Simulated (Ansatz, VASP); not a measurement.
# AlN: VASP beside Ansatz

```xyz
4
Lattice="3.1110 0.0000 0.0000 -1.5555 2.6942 0.0000 0.0000 0.0000 4.9780" Properties=species:S:1:pos:R:3 pbc="T T T"
Al    0.0000    1.7961    0.0000
Al    1.5555    0.8981    2.4890
N     0.0000    1.7961    1.9165
N     1.5555    0.8981    4.4055
```

Alike in both runs: task single point; functional PBE; k mesh 8 × 8 × 6; occupations gaussian, width 0.05 eV; no spin polarisation.

|  | VASP | Ansatz |
| --- | --- | --- |
| version | VASP 6.6.1 | Ansatz 0.2.0 |
| potentials or method | VASP PAW PBE potentials, release 64 (Al, N), cutoff 600 eV | scalar-relativistic, plane waves, PAW |
| valence electrons in the cell | 16 | 16 |

Ansatz gave:

```
gap on the k mesh at the Fermi level (eV)                     : 4.15
least direct gap on the mesh (eV)                             : 4.15
pressure (GPa)                                                : 4.0
traceless stress, the component that is largest in VASP (GPa) : -1.24
rms of the force components (eV/Å)                            : 0.104
```

Estimate VASP's values.

gap on the k mesh at the Fermi level (eV): 4.17; least direct gap on the mesh (eV): 4.17; pressure (GPa): 3.7; traceless stress, the component that is largest in VASP (GPa): -1.21; rms of the force components (eV/Å): 0.105.

Atom by atom the forces differ by 0.001 eV/Å (rms over components). With one functional, cell and mesh, what is left measures potentials, basis and numerics.
